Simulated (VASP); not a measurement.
# O2 in VASP: further runs

Runs on O2. Level: BLYP. Tasks: single point, relaxation of the atoms.

Program: VASP 6.6.1. These are calculated values, not measurements. Logs are shortened: lines on timing, memory, paths and dates and some standing lists are left out, and cuts for length are marked.

### Step 1. The cell of the first run

The cell holds a molecule in a box, 2 atoms: a = 12.000 Å, b = 12.300 Å, c = 12.600 Å, α = 90.00°, β = 90.00°, γ = 90.00°.

### Step 2. Single point, BLYP, collinear spin, ferromagnetic start

File INCAR:

```
SYSTEM = O
PREC = Accurate
ENCUT = 520
EDIFF = 1E-6
ISMEAR = -1
SIGMA = 0.01
LREAL = .False.
LASPH = .True.
NELM = 150
ALGO = Normal
ISIF = 2
LWAVE = .False.
LCHARG = .False.
ISPIN = 2
MAGMOM = 1 1
LORBIT = 11
GGA = B5
ALDAX = 1.0
AGGAX = 1.0
AGGAC = 1.0
ALDAC = 0.0
NBANDS = 17
```

File KPOINTS:

```
regular mesh
0
Gamma
  1 1 1
  0 0 0
```

File POSCAR:

```
O
1.0
   12.0000000000      0.0000000000      0.0000000000
    0.0000000000     12.3000000000      0.0000000000
    0.0000000000      0.0000000000     12.6000000000
O
2
Direct
    0.5000000000      0.5000000000      0.4513891672
    0.5000000000      0.5000000000      0.5486108328
```

Potentials or basis: VASP PAW PBE potentials, release 64 (O).

Started as:

```console
$ cat potpaw_PBE.64/O/POTCAR > POTCAR
$ mpirun -np 1 vasp_gam > vasp.out
```

OUTCAR:

```text
SYSTEM = O
   PREC = Accurate
   ENCUT = 520
   EDIFF = 1E-6
   ISMEAR = -1
   LREAL = .False.
   LASPH = .True.
   NELM = 150
   ISIF = 2
   ISPIN = 2
   LORBIT = 11
   GGA = B5

 ion  position               nearest neighbor table
   1  0.500  0.500  0.451-   2 1.22
   2  0.500  0.500  0.549-   1 1.22

  LATTYP: Found a simple orthorhombic cell.
 ALAT       =    12.0000000000
 B/A-ratio  =     1.0250000000
 C/A-ratio  =     1.0500000000

  Lattice vectors:

 A1 = (  12.0000000000,   0.0000000000,   0.0000000000)
 A2 = (   0.0000000000,  12.3000000000,   0.0000000000)
 A3 = (   0.0000000000,   0.0000000000,  12.6000000000)

Analysis of symmetry for initial positions (statically):
=====================================================================
 Subroutine PRICEL returns:
 Original cell was already a primitive cell.

 Routine SETGRP: Setting up the symmetry group for a
 simple orthorhombic supercell.

 Subroutine GETGRP returns: Found  8 space group operations
 (whereof  8 operations were pure point group operations)
 out of a pool of  8 trial point group operations.

The static configuration has the point symmetry D_2h.

Analysis of symmetry for dynamics (positions and initial velocities):
=====================================================================
 Subroutine PRICEL returns:
 Original cell was already a primitive cell.

 Routine SETGRP: Setting up the symmetry group for a
 simple orthorhombic supercell.

 Subroutine GETGRP returns: Found  8 space group operations
 (whereof  8 operations were pure point group operations)
 out of a pool of  8 trial point group operations.

The dynamic configuration has the point symmetry D_2h.

Analysis of structural, dynamic, and magnetic symmetry:
=====================================================================
 Subroutine PRICEL returns:
 Original cell was already a primitive cell.

 Routine SETGRP: Setting up the symmetry group for a
 simple orthorhombic supercell.

 Subroutine GETGRP returns: Found  8 space group operations
 (whereof  8 operations were pure point group operations)
 out of a pool of  8 trial point group operations.

The overall configuration has the point symmetry D_2h.

 Subroutine INISYM returns: Found  8 space group operations
 (whereof  8 operations are pure point group operations),
 and found     1 'primitive' translations

----------------------------------------------------------------------------------------

                                     Primitive cell

  volume of cell :    1859.7600

  direct lattice vectors                    reciprocal lattice vectors
    12.000000000  0.000000000  0.000000000     0.083333333  0.000000000  0.000000000
     0.000000000 12.300000000  0.000000000     0.000000000  0.081300813  0.000000000
     0.000000000  0.000000000 12.600000000     0.000000000  0.000000000  0.079365079

  length of vectors
    12.000000000 12.300000000 12.600000000     0.083333333  0.081300813  0.079365079

  position of ions in fractional coordinates (direct lattice)
     0.500000000  0.500000000  0.451389167
     0.500000000  0.500000000  0.548610833

  ion indices of the primitive-cell ions
   primitive index   ion index
                 1           1
                 2           2

----------------------------------------------------------------------------------------

 KPOINTS: regular mesh

Automatic generation of k-mesh.
 Grid dimensions read from file:
 generate k-points for:    1    1    1

 Generating k-lattice:

  Cartesian coordinates                     Fractional coordinates (reciprocal lattice)
     0.083333333  0.000000000  0.000000000     1.000000000  0.000000000  0.000000000
     0.000000000  0.081300813  0.000000000     0.000000000  1.000000000  0.000000000
     0.000000000  0.000000000  0.079365079     0.000000000  0.000000000  1.000000000

  Length of vectors
     0.083333333  0.081300813  0.079365079

  Shift w.r.t. Gamma in fractional coordinates (k-lattice)
     0.000000000  0.000000000  0.000000000

 Subroutine IBZKPT returns following result:
 ===========================================

 Found      1 irreducible k-points:

 Following reciprocal coordinates:
            Coordinates               Weight
  0.000000  0.000000  0.000000      1.000000
   k-points           NKPTS =      1   k-points in BZ     NKDIM =      1   number of bands    NBANDS=     17
   number of dos      NEDOS =    301   number of ions     NIONS =      2
   total plane-waves  NPLWV = 829440
   dimension x,y,z NGX =    90 NGY =   96 NGZ =   96
   dimension x,y,z NGXF=   180 NGYF=  192 NGZF=  192
   ions per type =               2
   NGX,Y,Z   is equivalent  to a cutoff of  12.47, 12.98, 12.67 a.u.
   NGXF,Y,Z  is equivalent  to a cutoff of  24.94, 25.95, 25.33 a.u.
 SYSTEM =  O
   PREC   = accura    normal or accurate (medium, high low for compatibility)
   ISTART =      0    job   : 0-new  1-cont  2-samecut
   ICHARG =      2    charge: 1-file 2-atom 10-const
   ISPIN  =      2    spin polarized calculation?
   LNONCOLLINEAR =      F non collinear calculations
   LSORBIT =      F    spin-orbit coupling
   LASPH  =      T    aspherical Exc in radial PAW
   ENCUT  =  520.0 eV  38.22 Ry    6.18 a.u.  22.31 22.87 23.43*2*pi/ulx,y,z
   NELM   =    150;   NELMIN=  2; NELMDL= -5     # of ELM steps
   EDIFF  = 0.1E-05   stopping-criterion for ELM
   LREAL  =      F    real-space projection
[... 7 lines left out ...]
   TEBEG  =    0.0;   TEEND  =   0.0 temperature during run
   PSTRESS=    0.0 pullay stress
   NELECT =      12.0000    total number of electrons
   NUPDOWN=      -1.0000    fix difference up-down
   EMIN   =  10.00;   EMAX   =-10.00  energy-range for DOS
   EFERMI =   0.00;   METHOD = LEGACY
   ISMEAR =    -1;   SIGMA  =   0.01  broadening in eV -4-tet -1-fermi 0-gaus
   EFERMI_NEDOS =   21; number of points for ismear=-14 and -15
   IALGO  =     38    algorithm
   IMIX   =      4    mixing-type and parameters
     AMIX     =   0.40;   BMIX     =  1.00
     AMIX_MAG =   1.60;   BMIX_MAG =  1.00
  volume/ion in A,a.u.               =     929.88      6275.14
  Fermi-wavevector in a.u.,A,eV,Ry     =   0.304778  0.575946  1.263836  0.092889
  Thomas-Fermi vector in A             =   1.177187
   LORBIT       =     11    0 simple, 1 ext, 2 COOP (PROOUT), +10 PAW based schemes
   GGA     = B5    functional components
   LHFCALC =     F    Hartree Fock is set to
   AEXX    =    0.0000 exact exchange contribution
   IVDW    =     0    specifies the selected vdW correction
   LEPSILON=     F    determine dielectric tensor
   LRPA    =     F    only Hartree local field effects (RPA)
 spin polarized calculation
  energy-cutoff  :      520.00
  volume of cell :     1859.76
 maximum number of plane-waves:     25042
 NGX is ok and might be reduce to    90
   NGX = 45   NGY = 45   NGZ = 47

 number of electron      11.9999998 magnetization       1.9999999

 Free energy of the ion-electron system (eV)
  ---------------------------------------------------
  ext. energy  EPLUGINS =         0.00000000
  ---------------------------------------------------
  free energy    TOTEN  =        -9.40921671 eV

  energy without entropy =       -9.40921671  energy(sigma->0) =       -9.40921671

 E-fermi :  -6.5454     XC(G=0):  -0.2847

 val. band max:       -6.8841158063   @ k =   0.0000   0.0000   0.0000
 cond. band min:      -4.5946817261   @ k =   0.0000   0.0000   0.0000
 fundamental gap:      2.2894340802
 Fermi energy:        -6.5453592209

 spin component 1

 k-point     1 :       0.0000    0.0000    0.0000
  band No.  band energies     occupation
      1     -32.4322      1.00000
      2     -20.4060      1.00000
      3     -13.2933      1.00000
      4     -13.2533      1.00000
      5     -13.2533      1.00000
      6      -6.8841      1.00000
[... 9 lines left out ...]
     16       1.6954      0.00000
     17       1.7168      0.00000
 Fermi energy:        -6.5453592209

 spin component 2

 k-point     1 :       0.0000    0.0000    0.0000
  band No.  band energies     occupation
      1     -31.2296      1.00000
      2     -18.6174      1.00000
      3     -12.4109      1.00000
      4     -11.3978      1.00000
      5     -11.3977      1.00000
      6      -4.5947      0.00000
[... 9 lines left out ...]
     16       1.7421      0.00000
     17       1.7691      0.00000

------------------------ aborting loop because EDIFF is reached ----------------------------------------

  FORCE on cell =-STRESS in cart. coord.  units (eV):
  Direction    XX          YY          ZZ          XY          YZ          ZX
  --------------------------------------------------------------------------------------
  -------------------------------------------------------------------------------------
  Total       -0.0770838     -0.0769154      1.5486429     -0.0000000      0.0000000      0.0000000
  in kB       -0.0664074     -0.0662624      1.3341509     -0.0000000      0.0000000      0.0000000
  external PRESSURE =       0.4004937 kB  Pullay stress =       0.0000000 kB

 VOLUME and BASIS-vectors are now :
 -----------------------------------------------------------------------------
  energy-cutoff  :      520.00
  volume of cell :     1859.76
      direct lattice vectors                 reciprocal lattice vectors
    12.000000000  0.000000000  0.000000000     0.083333333  0.000000000  0.000000000
     0.000000000 12.300000000  0.000000000     0.000000000  0.081300813  0.000000000
     0.000000000  0.000000000 12.600000000     0.000000000  0.000000000  0.079365079

 POSITION                                       TOTAL-FORCE (eV/Angst)
 -----------------------------------------------------------------------------------
      6.00000      6.15000      5.68750         0.000000     -0.000000     -1.326706
      6.00000      6.15000      6.91250         0.000000      0.000000      1.326706
 -----------------------------------------------------------------------------------
    total drift:                                0.000000     -0.000000      0.000000

  FREE ENERGIE OF THE ION-ELECTRON SYSTEM (eV)
  ---------------------------------------------------
  free  energy   TOTEN  =        -9.4092167083 eV

  energy  without entropy=       -9.4092167083  energy(sigma->0) =       -9.40921671

 total charge

# of ion       s       p       d       tot
------------------------------------------
    1        1.601   3.282   0.000   4.883
    2        1.601   3.282   0.000   4.883
--------------------------------------------------
tot          3.201   6.564   0.000   9.765

 magnetization (x)

# of ion       s       p       d       tot
------------------------------------------
    1        0.011   0.802   0.000   0.814
    2        0.011   0.802   0.000   0.814
--------------------------------------------------
tot          0.023   1.604   0.000   1.627
```

Wall time 11 min (1 thread of Intel Xeon Platinum 8259CL at 2.50GHz (Skylake/Cascade Lake), shared host); peak memory 1.8 GiB.

What came out:

* Free energy: -9.4092 eV
* Largest force: 1.327 eV/Å
* Gap between the frontier levels: 2.29 eV
* Net moment: 2.00 μB per cell
* Site moments: O +0.81 μB
* Valence electrons inside the program's atomic spheres: O 4.88

Forces in eV/Å, atoms in the order of the input:
```
O    0.000  0.000 -1.327
O    0.000  0.000  1.327
```

Caveat: the standard files for N, O and F lose accuracy on very short bonds; the PAW data sets were made with another functional, which shifts forces and pressure a little.

### Step 3. Relaxation of the atoms, BLYP, collinear spin, ferromagnetic start

Edit INCAR of step 2 so:

```diff
@@ -3,3 +3,3 @@
 ENCUT = 520
-EDIFF = 1E-6
+EDIFF = 1E-7
 ISMEAR = -1
@@ -21,2 +21,4 @@
 ALDAC = 0.0
-NBANDS = 17
+IBRION = 2
+NSW = 80
+EDIFFG = -0.01
```

File KPOINTS:

```
Automatic mesh
0
Gamma
  1 1 1
  0 0 0
```

File POSCAR:

```
O
1.0
   12.0000000000      0.0000000000      0.0000000000
    0.0000000000     12.3000000000      0.0000000000
    0.0000000000      0.0000000000     12.6000000000
O
2
Direct
    0.5000000000      0.5000000000      0.4515873016
    0.5000000000      0.5000000000      0.5484126984
```

Potentials or basis: VASP PAW PBE potentials, release 64 (O).

Started as:

```console
$ cat potpaw_PBE.64/O/POTCAR > POTCAR
$ mpirun -np 1 vasp_gam > vasp.out
```

Run time: 71 min. Hardware: 1 thread of Intel Xeon Platinum 8259CL at 2.50GHz (Skylake/Cascade Lake), shared host; peak memory 2 GiB.

Results (log left out):

```
Free energy                                           : -9.4213 eV
Energy gained by relaxing                             : 9.8 meV/atom
Ionic steps                                           : 4
Largest force after relaxing                          : 0.007 eV/Å
Gap between the frontier levels                       : 2.29 eV
Net moment                                            : 2.00 μB per cell
Site moments                                          : O +0.82 μB
Valence electrons inside the program's atomic spheres : O 4.86
```

Forces on the atoms (eV/Å):
```
O    0.000  0.000  0.007
O    0.000  0.000 -0.007
```

Step by step:
| step | energy change (eV) | largest force (eV/Å) | pressure (GPa) |
| --- | --- | --- | --- |
| 1 | 0.0000 | 1.7130 | 0.05 |
| 2 | 0.4587 | 5.7307 | -0.23 |
| 3 | -0.0196 | 0.0828 | -0.01 |
| 4 | -0.0197 | 0.0073 | -0.01 |

Final structure:
```
CELL_PARAMETERS angstrom
12.00000 0.00000 0.00000
0.00000 12.30000 0.00000
0.00000 0.00000 12.60000
ATOMIC_POSITIONS crystal
O 0.50000 0.50000 0.45064
O 0.50000 0.50000 0.54936
```

Levels at points of the mesh, in eV from the valence-band top:
Spin up:
```csv
k point,band 3,band 4,band 5,band 6,band 7,band 8,band 9,band 10,band 11
"(0.00, 0.00, 0.00)",-6.22,-6.07,-6.07,0.00,0.00,6.83,7.58,7.67,7.86
```
Spin down:
| k point | band 1 | band 2 | band 3 | band 4 | band 5 | band 6 | band 7 | band 8 | band 9 | band 10 |
| --- | --- | --- | --- | --- | --- | --- | --- | --- | --- | --- |
| (0.00, 0.00, 0.00) | -23.80 | -11.74 | -5.35 | -4.21 | -4.21 | 2.29 | 2.29 | 6.88 | 7.72 | 7.73 |

Caveat: the standard files for N, O and F lose accuracy on very short bonds; the PAW data sets were made with another functional, which shifts forces and pressure a little.
